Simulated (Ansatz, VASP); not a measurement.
## One calculation of B, two programs

```xyz
3
Lattice="4.3931 0.0000 0.0000 -2.1965 3.8045 0.0000 0.0000 0.0000 1.5880" Properties=species:S:1:pos:R:3 pbc="T T T"
B     0.0000    0.0000    0.0000
B     0.0000    2.5364    0.7940
B     2.1965    1.2682    0.7940
```

Alike in both runs: task relaxation of cell and atoms; functional r2SCAN; k mesh 12 × 12 × 28; occupations gaussian, width 0.1 eV; no spin polarisation.

```csv
,VASP,Ansatz
version,VASP 6.6.1,Ansatz 0.2.0
potentials or method,"VASP PAW PBE potentials, release 64 (B), cutoff 600 eV","scalar-relativistic, plane waves, PAW"
valence electrons in the cell,9,9
```

```csv
,VASP,Ansatz,Ansatz less VASP
"gap on the k mesh at the Fermi level, each at its own relaxed structure (eV)",none,none,-
relaxed volume (Å³/atom),8.98,8.95,-0.031
relaxed length of the cell vector where the two differ most in proportion (Å),4.431,4.420,-0.0109
```

VASP's potentials were made for PBE, not for r2SCAN. A gap of «none» marks a metal or a gap that the smearing closes.
